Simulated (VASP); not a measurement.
# ZnCd2Te3 in VASP: a series of runs

Aim: see how the results for ZnCd2Te3 move with the level of theory and the settings. Levels: PBEsol, r2SCAN+rVV10. Tasks: single point, relaxation of cell and atoms.

All numbers are computed with VASP 6.6.1; they aren't measurements. Logs are shortened: lines on timing, memory, paths and dates and some standing lists are left out, and cuts for length are marked.

## (1) The cell of the first run

Symmetry: P3m1, No. 156, trigonal system. Conventional cell: a = 4.484 Å, b = 4.484 Å, c = 11.038 Å, α = 90.00°, β = 90.00°, γ = 120.00°. Zn (site symmetry 3m) has 4 Te at 2.63 to 2.70 Å within 3.5 Å. Cd (site symmetry 3m) has 4 Te at 2.78 to 2.79 Å within 3.7 Å. Within 3.7 Å of Cd (site symmetry 3m) lie 4 Te at 2.79 to 2.80 Å. Te (site symmetry 3m) has 4 Cd at 2.79 Å within 3.7 Å. Te (site symmetry 3m) has 3 Zn at 2.70 Å and 1 Cd at 2.80 Å within 3.6 Å. Within 3.5 Å of Te (site symmetry 3m) lie 1 Zn at 2.63 Å and 3 Cd at 2.78 Å.

## (2) Single point, PBEsol

The input, INCAR:

```
PREC = Accurate
ENCUT = 520
EDIFF = 1E-7
ISMEAR = -1
SIGMA = 0.03
LREAL = F
LASPH = T
NELM = 60
ALGO = Normal
ISIF = 2
LWAVE = F
LCHARG = F
GGA = PS
NBANDS = 36
```

The input, KPOINTS:

```
regular mesh
0
Gamma
  6 6 2
```

The input, POSCAR:

```
ZnCd2Te3
1.0
    4.4840210874      0.0000000000      0.0000000000
   -2.2420105437      3.8832761728      0.0000000000
    0.0000000000      0.0000000000     11.0382709751
Zn Cd Te
1 2 3
Direct
    0.3333333333      0.6666666667      0.6651908155
    0.0000000000      0.0000000000      0.9955882800
    0.6666666667      0.3333333333      0.3416894825
    0.0000000000      0.0000000000      0.2486688410
    0.6666666667      0.3333333333      0.5955833253
    0.3333333333      0.6666666667      0.9032792557
```

Potentials or basis: VASP PAW PBE potentials, release 64 (Zn, Cd, Te).

The run is started by

```bash
$ cat potpaw_PBE.64/Zn/POTCAR potpaw_PBE.64/Cd/POTCAR potpaw_PBE.64/Te/POTCAR > POTCAR
$ mpirun -np 1 vasp_std > vasp.out
```

OUTCAR:

```text
PREC = Accurate
   ENCUT = 520
   EDIFF = 1E-7
   ISMEAR = -1
   LREAL = F
   LASPH = T
   NELM = 60
   ISIF = 2
   GGA = PS

 ion  position               nearest neighbor table
   1  0.333  0.667  0.665-   6 2.63   5 2.70   5 2.70   5 2.70
   2  0.000  0.000  0.996-   6 2.78   6 2.78   6 2.78   4 2.79
   3  0.667  0.333  0.342-   4 2.79   4 2.79   4 2.79   5 2.80
   4  0.000  0.000  0.249-   3 2.79   3 2.79   3 2.79   2 2.79
   5  0.667  0.333  0.596-   1 2.70   1 2.70   1 2.70   3 2.80
   6  0.333  0.667  0.903-   1 2.63   2 2.78   2 2.78   2 2.78

  LATTYP: Found a hexagonal cell.
 ALAT       =     4.4840210874
 C/A-ratio  =     2.4616902463

  Lattice vectors:

 A1 = (   4.4840210874,   0.0000000000,   0.0000000000)
 A2 = (  -2.2420105437,   3.8832761728,   0.0000000000)
 A3 = (   0.0000000000,   0.0000000000,  11.0382709751)

Analysis of symmetry for initial positions (statically):
=====================================================================
 Subroutine PRICEL returns:
 Original cell was already a primitive cell.

 Routine SETGRP: Setting up the symmetry group for a
 hexagonal supercell.

 Subroutine GETGRP returns: Found  6 space group operations
 (whereof  6 operations were pure point group operations)
 out of a pool of 24 trial point group operations.

The static configuration has the point symmetry C_3v.

Analysis of symmetry for dynamics (positions and initial velocities):
=====================================================================
 Subroutine PRICEL returns:
 Original cell was already a primitive cell.

 Routine SETGRP: Setting up the symmetry group for a
 hexagonal supercell.

 Subroutine GETGRP returns: Found  6 space group operations
 (whereof  6 operations were pure point group operations)
 out of a pool of 24 trial point group operations.

The dynamic configuration has the point symmetry C_3v.

 Subroutine INISYM returns: Found  6 space group operations
 (whereof  6 operations are pure point group operations),
 and found     1 'primitive' translations

----------------------------------------------------------------------------------------

                                     Primitive cell
[... 85 lines left out ...]
   LASPH  =      T    aspherical Exc in radial PAW
   ENCUT  =  520.0 eV  38.22 Ry    6.18 a.u.   8.34  8.34 20.52*2*pi/ulx,y,z
   NELM   =     60;   NELMIN=  2; NELMDL= -5     # of ELM steps
   EDIFF  = 0.1E-06   stopping-criterion for ELM
   LREAL  =      F    real-space projection
   EDIFFG = 0.1E-05   stopping-criterion for IOM
   NSW    =      0    number of steps for IOM
   IBRION =     -1    ionic relax: 0-MD 1-quasi-New 2-CG
   NFREE  =      0    steps in history (QN), initial steepest desc. (CG)
   ISIF   =      2    stress and relaxation
   ISYM   =      2    0-nonsym 1-usesym 2-fastsym
   POTIM  = 0.5000    time-step for ionic-motion
   TEBEG  =    0.0;   TEEND  =   0.0 temperature during run
   PSTRESS=    0.0 pullay stress
   NELECT =      54.0000    total number of electrons
   NUPDOWN=      -1.0000    fix difference up-down
   EMIN   =  10.00;   EMAX   =-10.00  energy-range for DOS
   EFERMI =   0.00;   METHOD = LEGACY
   ISMEAR =    -1;   SIGMA  =   0.03  broadening in eV -4-tet -1-fermi 0-gaus
   EFERMI_NEDOS =   21; number of points for ismear=-14 and -15
   IALGO  =     38    algorithm
   IMIX   =      4    mixing-type and parameters
     AMIX     =   0.40;   BMIX     =  1.00
     AMIX_MAG =   1.60;   BMIX_MAG =  1.00
  volume/ion in A,a.u.               =      32.03       216.18
  Fermi-wavevector in a.u.,A,eV,Ry     =   1.072220  2.026201 15.642005  1.149655
  Thomas-Fermi vector in A             =   2.207983
   LORBIT       =      0    0 simple, 1 ext, 2 COOP (PROOUT), +10 PAW based schemes
   GGA     = PS    functional components
   LHFCALC =     F    Hartree Fock is set to
   AEXX    =    0.0000 exact exchange contribution
   IVDW    =     0    specifies the selected vdW correction
   LEPSILON=     F    determine dielectric tensor
   LRPA    =     F    only Hartree local field effects (RPA)
 non-spin polarized calculation
  energy-cutoff  :      520.00
  volume of cell :      192.21
 maximum number of plane-waves:      5231
 NGX is ok and might be reduce to    36

 number of electron      53.9999981 magnetization

 Free energy of the ion-electron system (eV)
  ---------------------------------------------------
  ext. energy  EPLUGINS =         0.00000000
  ---------------------------------------------------
  free energy    TOTEN  =       -16.78087026 eV

  energy without entropy =      -16.78086978  energy(sigma->0) =      -16.78087002

 E-fermi :   2.8974     XC(G=0):  -8.9071

 val. band max:        2.5567399526   @ k =   0.0000   0.0000   0.0000
 cond. band min:       3.2168751704   @ k =   0.0000   0.0000   0.0000
 fundamental gap:      0.6601352178
 Fermi energy:         2.8973850444

 k-point     1 :       0.0000    0.0000    0.0000
  band No.  band energies     occupation
      1      -8.9408      2.00000
      2      -8.5296      2.00000
      3      -8.4239      2.00000
      4      -5.7695      2.00000
      5      -5.7695      2.00000
      6      -5.7319      2.00000
[... 535 lines left out ...]
     35       8.3971      0.00000
     36       8.5859      0.00000

------------------------ aborting loop because EDIFF is reached ----------------------------------------

  FORCE on cell =-STRESS in cart. coord.  units (eV):
  Direction    XX          YY          ZZ          XY          YZ          ZX
  --------------------------------------------------------------------------------------
  -------------------------------------------------------------------------------------
  Total        0.1822675      0.1822675      0.1825956      0.0000000      0.0000000     -0.0000000
  in kB        1.5193329      1.5193329      1.5220677      0.0000000      0.0000000     -0.0000000
  external PRESSURE =       1.5202445 kB  Pullay stress =       0.0000000 kB

 VOLUME and BASIS-vectors are now :
 -----------------------------------------------------------------------------
  energy-cutoff  :      520.00
  volume of cell :      192.21
      direct lattice vectors                 reciprocal lattice vectors
     4.484021087  0.000000000  0.000000000     0.223014116  0.128757260  0.000000000
    -2.242010544  3.883276173  0.000000000     0.000000000  0.257514520  0.000000000
     0.000000000  0.000000000 11.038270975     0.000000000  0.000000000  0.090593898

 POSITION                                       TOTAL-FORCE (eV/Angst)
 -----------------------------------------------------------------------------------
     -0.00000      2.58885      7.34256         0.000000     -0.000000     -0.003427
      0.00000      0.00000     10.98957        -0.000000     -0.000000     -0.001897
      2.24201      1.29443      3.77166        -0.000000      0.000000      0.002319
      0.00000      0.00000      2.74487         0.000000     -0.000000      0.001180
      2.24201      1.29443      6.57421         0.000000     -0.000000      0.008486
     -0.00000      2.58885      9.97064        -0.000000      0.000000     -0.006661
 -----------------------------------------------------------------------------------
    total drift:                               -0.000000     -0.000000     -0.000654

  FREE ENERGIE OF THE ION-ELECTRON SYSTEM (eV)
  ---------------------------------------------------
  free  energy   TOTEN  =       -16.7808702600 eV

  energy  without entropy=      -16.7808697846  energy(sigma->0) =      -16.78087002
```

stdout:

```text
POSCAR found type information on POSCAR ZnCdTe
 POSCAR found :  3 types and       6 ions
 scaLAPACK will be used
 -----------------------------------------------------------------------------
|                                                                             |
|                                                                             |
|     You enforced a specific xc type in the INCAR file but a different       |
|     I HOPE YOU KNOW WHAT YOU ARE DOING!                                     |
|                                                                             |
 -----------------------------------------------------------------------------

 LDA part: xc-table for (Slater+PW92), standard interpolation
 POSCAR, INCAR and KPOINTS ok, starting setup
 FFT: planning ... GRIDC
 FFT: planning ... GRID_SOFT
 FFT: planning ... GRID
 WAVECAR not read
 entering main loop
```

Wall time 50 s (1 thread of Intel Xeon 6975P-C (Granite Rapids), shared host); peak memory 0.37 GiB.

Results:

```yaml
Free_energy: -16.7809 eV
Pressure: 0.2 GPa
Largest_force: 0.008 eV/Å
Band_gap_on_the_k_mesh: 0.66 eV, direct
```

Forces in eV/Å, atoms in the order of the input:
```
Zn   0.000  0.000 -0.003
Cd   0.000  0.000 -0.002
Cd   0.000  0.000  0.002
Te   0.000  0.000  0.001
Te   0.000  0.000  0.008
Te   0.000  0.000 -0.007
```

Caveat: the PAW data sets were made with another functional, which shifts forces and pressure a little; spin-orbit coupling is left out, which moves the levels of the heavy elements.

## (3) Single point, r2SCAN+rVV10

This run uses another cell than the first one, of 32.39 Å³/atom, 1.011 times its volume.

The input, POSCAR:

```
ZnCd2Te3
1.0
    4.4970875328      0.0000000000      0.0000000000
   -2.2485437664      3.8945920465      0.0000000000
    0.0000000000      0.0000000000     11.0947910437
Zn Cd Te
1 2 3
Direct
    0.3333333333      0.6666666667      0.6653299263
    0.0000000000      0.0000000000      0.9955772484
    0.6666666667      0.3333333333      0.3421730262
    0.0000000000      0.0000000000      0.2484079891
    0.6666666667      0.3333333333      0.5957570116
    0.3333333333      0.6666666667      0.9027547984
```

The input, INCAR.step1:

```
PREC = Accurate ; ENCUT = 520
ISMEAR = -1 ; SIGMA = 0.03
LREAL = F ; LASPH = T
NELM = 100 ; NBANDS = 36
GGA = PE ; ALGO = Normal
EDIFF = 1E-4 ; LWAVE = T
LCHARG = F
```

The input, INCAR.step2:

```
PREC = Accurate ; ENCUT = 520
EDIFF = 1E-7 ; ISMEAR = -1
SIGMA = 0.03 ; LREAL = F
LASPH = T ; NELM = 100
ALGO = Normal ; ISIF = 2
LWAVE = F ; LCHARG = T
METAGGA = R2SCAN ; LMIXTAU = T
LUSE_VDW = T ; IVDW_NL = 2
BPARAM = 11.95 ; CPARAM = 0.0093
LELF = T ; LVHAR = T
NBANDS = 36 ; ISTART = 1
```

The input, KPOINTS:

```
Automatic mesh
0
Gamma
  6 6 2
```

Potentials or basis: VASP PAW PBE potentials, release 64 (Zn, Cd, Te).

The run is started by

```bash
$ cat potpaw_PBE.64/Zn/POTCAR potpaw_PBE.64/Cd/POTCAR potpaw_PBE.64/Te/POTCAR > POTCAR
$ cp INCAR.step1 INCAR
$ mpirun -np 1 vasp_std > vasp.out
$ cp INCAR.step2 INCAR
$ mpirun -np 1 vasp_std > vasp.out
```

Run time: 6 min. Hardware: 1 thread of Intel Xeon 6975P-C (Granite Rapids), shared host; peak memory 0.79 GiB.

It converged, with:

| Quantity | Value |
| --- | --- |
| Free energy | -126.7657 eV |
| Pressure | 0.2 GPa |
| Largest force | 0.012 eV/Å |
| Band gap on the k mesh | 1.17 eV, direct |

Forces in eV/Å, atoms in the order of the input:
```
Zn   0.000  0.000 -0.011
Cd   0.000  0.000  0.002
Cd   0.000  0.000  0.002
Te   0.000  0.000  0.002
Te   0.000  0.000  0.012
Te   0.000  0.000 -0.008
```

Levels at points of the mesh, in eV from the valence-band top:
```csv
k point,band 23,band 24,band 25,band 26,band 27,band 28,band 29,band 30,band 31,band 32
"(0.00, 0.00, 0.00)",-0.53,-0.53,-0.13,0.00,0.00,1.17,2.04,2.65,4.79,4.79
"(0.50, 0.00, 0.00)",-2.07,-1.90,-1.80,-1.26,-1.08,2.53,2.67,3.13,3.21,4.89
"(0.00, 0.00, 0.50)",-0.98,-0.33,-0.33,-0.16,-0.16,1.70,2.49,2.55,4.70,4.93
"(0.50, 0.00, 0.50)",-2.39,-1.99,-1.61,-0.92,-0.82,2.05,2.72,3.25,3.81,3.95
```

Caveat: the PAW data sets were made with another functional, which shifts forces and pressure a little; spin-orbit coupling is left out, which moves the levels of the heavy elements. r2SCAN opens gaps a little over a GGA but as a rule still falls short of measured ones.

## (4) Relaxation of cell and atoms, PBEsol

This run uses another cell than the first one, of 30.19 Å³/atom, 0.942 times its volume.

The input, INCAR:

```
PREC = Accurate
ENCUT = 600
EDIFF = 1E-7
ISMEAR = -1
SIGMA = 0.03
LREAL = False
LASPH = True
NELM = 80
ALGO = Normal
ISIF = 3
LWAVE = False
LCHARG = False
GGA = PS
IBRION = 2
NSW = 100
EDIFFG = -0.01
```

KPOINTS is that of step 3.

The input, POSCAR:

```
ZnCd2Te3
1.0
    4.4150475000      0.0000000000      0.0000000000
   -2.2075237500      3.8235432900      0.0000000000
    0.0000000000      0.0000000000     10.7295927600
Zn Cd Te
1 2 3
Direct
    0.3333333300      0.6666666700      0.6641085800
    0.0000000000      0.0000000000      0.9968616400
    0.6666666700      0.3333333300      0.3376419600
    0.0000000000      0.0000000000      0.2503703200
    0.6666666700      0.3333333300      0.5920876800
    0.3333333300      0.6666666700      0.9089298200
```

The run is started by

```bash
$ cat potpaw_PBE.64/Zn/POTCAR potpaw_PBE.64/Cd/POTCAR potpaw_PBE.64/Te/POTCAR > POTCAR
$ mpirun -np 1 vasp_std > vasp.out
```

Run time: 5.3 min. Hardware: 1 thread of Intel Xeon 6975P-C (Granite Rapids), shared host; peak memory 0.43 GiB.

It converged, with:

```yaml
Free_energy: -16.7783 eV
Relaxed_volume: 32.11 Å³/atom
Relaxed_cell: a = 4.487 Å, b = 4.487 Å, c = 11.049 Å, α = 90.00°, β = 90.00°, γ = 120.00°
Space_group_after_relaxing_to_0.05_Å: P3m1 (No. 156)
Energy_gained_by_relaxing: 22.7 meV/atom
Ionic_steps: 9
Pressure_after_relaxing: 0.0 GPa
Largest_force_after_relaxing: 0.010 eV/Å
Band_gap_on_the_k_mesh: 0.65 eV, direct
```

Forces on the atoms (eV/Å):
```
Zn   0.000  0.000 -0.009
Cd   0.000  0.000  0.003
Cd   0.000  0.000  0.004
Te   0.000  0.000  0.001
Te   0.000  0.000 -0.008
Te   0.000  0.000  0.010
```

Step by step:
| step | energy change (eV) | largest force (eV/Å) | pressure (GPa) | volume (Å³) |
| --- | --- | --- | --- | --- |
| 1 | 0.0000 | 0.4441 | 3.29 | 181.13 |
| 2 | -0.1109 | 0.1908 | -1.03 | 197.88 |
| 3 | -0.1247 | 0.2488 | -0.08 | 193.39 |
| 4 | -0.1291 | 0.1688 | -0.04 | 193.20 |
| 5 | -0.1338 | 0.1386 | 0.04 | 192.70 |
| 6 | -0.1357 | 0.0804 | -0.03 | 192.93 |
| 7 | -0.1362 | 0.0272 | -0.09 | 193.12 |
| 8 | -0.1363 | 0.0157 | 0.09 | 192.33 |
| 9 | -0.1364 | 0.0095 | 0.01 | 192.69 |

Final structure:
```yaml
crystal:
  lattice:
    - [4.48747, 0.00000, 0.00000]
    - [-2.24374, 3.88626, 0.00000]
    - [0.00000, 0.00000, 11.04891]
  atoms:
    - { symbol: Zn, position: [0.33333, 0.66667, 0.66530] }
    - { symbol: Cd, position: [0.00000, 0.00000, 0.99542] }
    - { symbol: Cd, position: [0.66667, 0.33333, 0.34177] }
    - { symbol: Te, position: [0.00000, 0.00000, 0.24861] }
    - { symbol: Te, position: [0.66667, 0.33333, 0.59580] }
    - { symbol: Te, position: [0.33333, 0.66667, 0.90311] }
```

Levels at points of the mesh, in eV from the valence-band top:
```
           k point  band 25  band 26  band 27  band 28  band 29  band 30
(0.00, 0.00, 0.00)    -0.13     0.00     0.00     0.65     1.58     2.15
(0.50, 0.00, 0.00)    -1.81    -1.25    -1.08     2.19     2.35     2.73
(0.00, 0.00, 0.50)    -0.33    -0.17    -0.17     1.27     2.00     2.07
(0.50, 0.00, 0.50)    -1.61    -0.90    -0.81     1.62     2.37     2.88
```

Caveat: the PAW data sets were made with another functional, which shifts forces and pressure a little; spin-orbit coupling is left out, which moves the levels of the heavy elements.

## (5) Single point, PBEsol

The input, INCAR:

```
SYSTEM = ZnCd2Te3
PREC     = Accurate       ! precision mode
ENCUT    = 520            ! plane-wave cutoff, eV
EDIFF    = 1E-7           ! SCF threshold, eV
ISMEAR   = -1             ! smearing method
SIGMA    = 0.05           ! smearing width, eV
LREAL    = .FALSE.        ! projectors in reciprocal space
LASPH    = .TRUE.         ! aspherical terms in the spheres
NELM     = 60             ! most SCF steps
ALGO     = Normal         ! electronic algorithm
ISIF     = 2              ! what is computed and relaxed
LWAVE    = .FALSE.        ! write WAVECAR
LCHARG   = .FALSE.        ! write CHGCAR
GGA      = PS             ! functional
NBANDS   = 36             ! bands
```

The input, KPOINTS:

```
regular mesh
0
G
  6 6 2
  0 0 0
```

The input, POSCAR:

```
ZnCd2Te3
1.0
    4.4847147157     -0.0002322406      0.0004303008
   -2.2425689759      3.8830773103     -0.0002814172
    0.0010472907     -0.0001729234     11.0371221733
Zn Cd Te
1 2 3
Direct
    0.3345767183      0.6421382631      0.6686300556
    0.0003702234     -0.0251394284      0.9990062014
    0.6676679543      0.3089001454      0.3451643465
    0.0010258354     -0.0243956218      0.2521571693
    0.6679045898      0.3088311347      0.5990601918
    0.3338065389      0.6416424462      0.9067398976
```

The run is started by

```bash
$ cat potpaw_PBE.64/Zn/POTCAR potpaw_PBE.64/Cd/POTCAR potpaw_PBE.64/Te/POTCAR > POTCAR
$ mpirun -np 1 vasp_std > vasp.out
```

Wall time 2.1 min (1 thread of Intel Xeon 6975P-C (Granite Rapids), shared host); peak memory 0.47 GiB.

Results (log left out):

* Free energy: -16.7809 eV
* Pressure: 0.2 GPa
* Largest force: 0.009 eV/Å
* Band gap on the k mesh: 0.66 eV, direct

Forces in eV/Å, atoms in the order of the input:
```
Zn   0.000  0.000 -0.003
Cd   0.000  0.001  0.002
Cd   0.000  0.000  0.001
Te   0.000 -0.001 -0.001
Te   0.000  0.000  0.009
Te   0.000  0.000 -0.007
```

Levels at points of the mesh, in eV from the valence-band top:
```tsv
k point	band 25	band 26	band 27	band 28	band 29	band 30
(0.00, 0.00, 0.00)	-0.13	0.00	0.00	0.66	1.59	2.15
(0.50, 0.00, 0.00)	-1.82	-1.26	-1.09	2.18	2.35	2.73
(0.00, 0.50, 0.00)	-1.82	-1.26	-1.09	2.18	2.35	2.73
(0.50, 0.50, 0.00)	-1.82	-1.25	-1.09	2.19	2.35	2.73
(0.00, 0.00, 0.50)	-0.33	-0.17	-0.17	1.27	2.01	2.08
(0.50, 0.00, 0.50)	-1.62	-0.91	-0.82	1.62	2.36	2.88
(0.00, 0.50, 0.50)	-1.62	-0.91	-0.82	1.62	2.36	2.88
(0.50, 0.50, 0.50)	-1.62	-0.91	-0.82	1.62	2.37	2.88
```

Caveat: the PAW data sets were made with another functional, which shifts forces and pressure a little; spin-orbit coupling is left out, which moves the levels of the heavy elements.

## (6) The runs side by side

```tsv
task	level	cell	cutoff (eV)	smearing	gap on the mesh (eV)	pressure (GPa)	largest force (eV/Å)
single point	PBEsol	a = 4.484, b = 4.484, c = 11.038 Å, angles 90.0, 90.0, 120.0°, 6 atoms	520	fermi-dirac 0.03 eV	0.66	0.2	0.01
single point	r2SCAN+rVV10	a = 4.497, b = 4.497, c = 11.095 Å, angles 90.0, 90.0, 120.0°, 6 atoms	520	fermi-dirac 0.03 eV	1.17	0.2	0.01
relaxation of cell and atoms	PBEsol	relaxed from a = 4.415, b = 4.415, c = 10.730 Å, angles 90.0, 90.0, 120.0°, 6 atoms	600	fermi-dirac 0.03 eV	0.65	0.0	0.01
single point	PBEsol	a = 4.485, b = 4.484, c = 11.037 Å, angles 90.0, 90.0, 120.0°, 6 atoms	520	fermi-dirac 0.05 eV	0.66	0.2	0.01
```

Some of these runs hold the atoms at other places in the same cell, which the table doesn't show; runs alike in all that it shows share one row.

Alike in all rows: potentials or basis VASP PAW PBE potentials, release 64 (Zn, Cd, Te); no spin polarisation; k mesh 6 × 6 × 2.

Caveats: the PAW data sets were made with another functional, which shifts forces and pressure a little; spin-orbit coupling is left out, which moves the levels of the heavy elements.

Absolute energies hang on the potentials; compare differences alone.
